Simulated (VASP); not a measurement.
A run of VASP 6.6.1 is set up as follows.

File POSCAR:

```
Y
1.0
    2.7519234713     -4.6639999454      0.0000000000
    2.7519234713      4.6639999454      0.0000000000
    0.0000000000      0.0000000000      5.5111679974
Y
4
Direct
    0.1525000000      0.8475000000      0.0785000000
    0.6525000000      0.3475000000      0.4215000000
    0.8475000000      0.1525000000      0.9215000000
    0.3475000000      0.6525000000      0.5785000000
```

Contents of INCAR.step1:

```
SYSTEM = Y
ALGO = Normal
EDIFF = 1E-4
ENCUT = 520
GGA = PE
ISMEAR = 0
LASPH = .TRUE.
LCHARG = .FALSE.
LREAL = .FALSE.
LWAVE = .TRUE.
NBANDS = 30
NELM = 60
PREC = Accurate
SIGMA = 0.1
```

The input INCAR.step2:

```
SYSTEM = Y
ALGO = Normal
EDIFF = 1E-7
ENCUT = 520
ISIF = 2
ISMEAR = 0
ISTART = 1
LASPH = .TRUE.
LCHARG = .FALSE.
LMIXTAU = .TRUE.
LREAL = .FALSE.
LWAVE = .FALSE.
METAGGA = R2SCAN
NBANDS = 30
NELM = 60
PREC = Accurate
SIGMA = 0.1
```

The input KPOINTS:

```
k-points
0
G
  4 4 4
  0 0 0
```

Potentials or basis: VASP PAW PBE potentials, release 64 (Y_sv).

The run is started by

```sh
$ cat potpaw_PBE.64/Y_sv/POTCAR > POTCAR
$ cp INCAR.step1 INCAR
$ mpirun -np 1 vasp_std > vasp.out
$ cp INCAR.step2 INCAR
$ mpirun -np 1 vasp_std > vasp.out
```

Problem. Predict the largest force.

Solution. 0.183 eV/Å.

Problem. What does it give for the pressure?

Solution. 2.2 GPa.

Problem. Predict the band gap on the k mesh.

Solution. Zero (bands 22 and 23 overlap by 0.42 eV).

Stress tensor (GPa, compression positive):
```
 1.22  0.00  0.00
 0.00  6.37  0.00
 0.00  0.00 -0.86
```

Caveat: the stress differs along the axes, from -1 to 6 GPa; the PAW data sets were made with another functional, which shifts forces and pressure a little.
